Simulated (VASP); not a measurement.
# SnO2 (rutile type) (P4_2/mnm) in VASP: a series of runs, part 2 of 2

VASP 6.6.1. Earlier steps stand in the parts before.

### 6 Relaxation of shape and atoms at fixed volume, PBE

This run uses another cell than the first one, of 10.06 Å³/atom, 1.111 times its volume.

INCAR

```
PREC = Accurate
ENCUT = 600
EDIFF = 1E-6
ISMEAR = -1
SIGMA = 0.05
LREAL = False
LASPH = True
NELM = 60
ALGO = Normal
ISIF = 4
LWAVE = False
LCHARG = False
GGA = PE
IBRION = 2
NSW = 50
EDIFFG = -0.005
```

KPOINTS

```
regular mesh
0
Gamma
  8 8 11
```

POSCAR

```
SnO2
1.0
    4.4810110180      0.0000000000      0.0000000000
    0.0000000000      4.4810110180      0.0000000000
    0.0000000000      0.0000000000      3.0061573129
Sn O
2 4
Direct
    0.0000000000      0.0000000000      0.0000000000
    0.5000000000      0.5000000000      0.5000000000
    0.3065726999      0.3065726999      0.0000000000
    0.6934273001      0.6934273001      0.0000000000
    0.8065726999      0.1934273001      0.5000000000
    0.1934273001      0.8065726999      0.5000000000
```

Potentials or basis: VASP PAW PBE potentials, release 64 (Sn_d, O).

Started as:

```console
$ cat potpaw_PBE.64/Sn_d/POTCAR potpaw_PBE.64/O/POTCAR > POTCAR
$ mpirun -np 1 vasp_std > vasp.out
```

OUTCAR:

```text
PREC = Accurate
   ENCUT = 600
   EDIFF = 1E-6
   ISMEAR = -1
   LREAL = False
   LASPH = True
   NELM = 60
   ISIF = 4
   GGA = PE
   IBRION = 2
   NSW = 50
   EDIFFG = -0.005

 ion  position               nearest neighbor table
   1  0.000  0.000  0.000-   5 1.94   6 1.94   5 1.94   6 1.94   3 1.94   4 1.94   2 3.51   2 3.51
                             2 3.51   2 3.51   2 3.51   2 3.51   2 3.51   2 3.51
   2  0.500  0.500  0.500-   3 1.94   4 1.94   3 1.94   4 1.94   5 1.94   6 1.94   1 3.51   1 3.51
                             1 3.51   1 3.51   1 3.51   1 3.51   1 3.51   1 3.51
   3  0.307  0.307  0.000-   2 1.94   2 1.94   1 1.94
   4  0.693  0.693  0.000-   2 1.94   2 1.94   1 1.94
   5  0.807  0.193  0.500-   1 1.94   1 1.94   2 1.94
   6  0.193  0.807  0.500-   1 1.94   1 1.94   2 1.94

  LATTYP: Found a simple tetragonal cell.
 ALAT       =     4.4810110180
 C/A-ratio  =     0.6708658606

  Lattice vectors:

 A1 = (   4.4810110180,   0.0000000000,   0.0000000000)
 A2 = (   0.0000000000,   4.4810110180,   0.0000000000)
 A3 = (   0.0000000000,   0.0000000000,   3.0061573129)

Analysis of symmetry for initial positions (statically):
[... 191 lines left out ...]
  -------------------------------------------------------------------------------------
  Total       23.7246454     23.7246454     31.5071956     -0.0000000      0.0000000      0.0000000
  in kB      629.7186920    629.7186920    836.2894239     -0.0000000      0.0000000      0.0000000
  external PRESSURE =     698.5756026 kB  Pullay stress =       0.0000000 kB
[... 267 lines left out ...]
--------------------------------------- Ionic step        8  -------------------------------------------

 number of electron      51.9999980 magnetization

 Free energy of the ion-electron system (eV)
  ---------------------------------------------------
  ext. energy  EPLUGINS =         0.00000000
  ---------------------------------------------------
  free energy    TOTEN  =       -34.73121475 eV

  energy without entropy =      -34.73121475  energy(sigma->0) =      -34.73121475

 E-fermi :   9.2602     XC(G=0): -12.2134

 val. band max:        8.2818463555   @ k =   0.0000   0.0000   0.0000
 cond. band min:      11.5920502922   @ k =   0.0000   0.0000   0.0000
 fundamental gap:      3.3102039366
 Fermi energy:         9.2601914816

 k-point     1 :       0.0000    0.0000    0.0000
  band No.  band energies     occupation
      1     -13.2326      2.00000
      2     -12.3428      2.00000
      3     -11.5976      2.00000
      4     -11.3734      2.00000
      5     -11.3481      2.00000
      6     -11.3481      2.00000
[... 805 lines left out ...]
     30      16.5276      0.00000
     31      20.9894      0.00000

 [... further k-points ...]

------------------------ aborting loop because EDIFF is reached ----------------------------------------

  FORCE on cell =-STRESS in cart. coord.  units (eV):
  Direction    XX          YY          ZZ          XY          YZ          ZX
  --------------------------------------------------------------------------------------
  -------------------------------------------------------------------------------------
  Total       25.0381390     25.0381390     25.0404809     -0.0000000      0.0000000      0.0000000
  in kB      664.5825006    664.5825006    664.6446599     -0.0000000      0.0000000      0.0000000
  external PRESSURE =     664.6032204 kB  Pullay stress =       0.0000000 kB
[... 21 lines left out ...]
  FREE ENERGIE OF THE ION-ELECTRON SYSTEM (eV)
  ---------------------------------------------------
  free  energy   TOTEN  =       -34.7312147515 eV

  energy  without entropy=      -34.7312147515  energy(sigma->0) =      -34.73121475

 reached required accuracy - stopping structural energy minimisation
```

It took 4.4 min on 1 thread of Intel Xeon 6975P-C (Granite Rapids), shared host; peak memory 0.29 GiB.

What came out:

```yaml
Free_energy: -34.7312 eV
Energy_gained_by_relaxing: 23.9 meV/atom
Ionic_steps: 8
Pressure_after_relaxing: 66.5 GPa
Band_gap_on_the_k_mesh: 3.31 eV, direct
```

Step by step:
```tsv
step	energy change (eV)	largest force (eV/Å)	pressure (GPa)	volume (Å³)
1	0.0000	1.0901	69.86	60.36
2	0.0835	2.2185	66.91	60.36
3	-0.1198	0.3086	67.35	60.36
4	-0.1399	0.0990	66.84	60.36
5	-0.1434	0.0439	66.48	60.36
6	-0.1434	0.0363	66.49	60.36
7	-0.1433	0.0552	66.40	60.36
8	-0.1435	0.0009	66.46	60.36
```

Final structure:
```xyz
6
Lattice="4.4046 0.0000 0.0000 0.0000 4.4046 0.0000 0.0000 0.0000 3.1113" Properties=species:S:1:pos:R:3 pbc="T T T"
Sn    0.0000    0.0000    0.0000
Sn    2.2023    2.2023    1.5557
O     1.3467    1.3467    0.0000
O     3.0579    3.0579    0.0000
O     3.5490    0.8556    1.5557
O     0.8556    3.5490    1.5557
```

Caveat: spin-orbit coupling is left out, which moves the levels of the heavy elements. A k mesh can miss the band edges.

### 7 The runs side by side

| task | cell | cutoff (eV) | gap on the mesh (eV) | pressure (GPa) | largest force (eV/Å) |
| --- | --- | --- | --- | --- | --- |
| single point | a = 4.211, b = 4.211, c = 3.064 Å, 6 atoms | 520 | 4.61 | 123.9 | 0.07 |
| single point | a = 4.407, b = 4.407, c = 3.108 Å, 6 atoms | 520 | 3.31 | 66.8 | 0.03 |
| relaxation of shape and atoms at fixed volume | relaxed from a = 4.326, b = 4.326, c = 2.902 Å, 6 atoms | 600 | 4.59 | 123.3 | - |
| relaxation of shape and atoms at fixed volume | relaxed from a = 4.481, b = 4.481, c = 3.006 Å, 6 atoms | 600 | 3.31 | 66.5 | - |

Alike in all rows: level PBE; potentials or basis VASP PAW PBE potentials, release 64 (Sn_d, O); no spin polarisation; k mesh 8 × 8 × 11; smearing fermi-dirac 0.05 eV.

Caveats: spin-orbit coupling is left out, which moves the levels of the heavy elements.

Absolute energies hang on the potentials; compare differences alone.
